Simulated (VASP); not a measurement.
GaN:

```xyz
2
Lattice="-0.0456 2.1156 2.1156 2.1156 -0.0456 2.1156 2.1156 2.1156 -0.0456" Properties=species:S:1:pos:R:3 pbc="T T T"
Ga    0.0000    0.0000    0.0000
N     2.0928    2.0928    2.0928
```

This cell differs from its parent crystal: epitaxial 111 strain +2.5%.

Base run:

```yaml
Program: VASP 6.6.1
Functional: r2SCAN
Potentials_or_basis: VASP PAW PBE potentials, release 64 (Ga_d, N)
Cutoff: 520 eV
k_mesh: 10 × 10 × 10
Occupations: gaussian, width 0.01 eV
Spin: no spin polarisation
```

Its results: band gap on the k mesh 0.79 eV, indirect (least direct gap 2.57 eV); pressure -8.3 GPa.

The run is repeated on the same cell with these changes: functional from r2SCAN to PBE; occupations from gaussian, width 0.01 eV to fermi-dirac, width 0.02 eV. What comes out?

Band gap on the k mesh 0.30 eV, indirect (least direct gap 2.03 eV); pressure -0.4 GPa.

Caveats: the PAW data sets were made with another functional, which shifts forces and pressure a little (some runs).

A k mesh can miss the band edges.
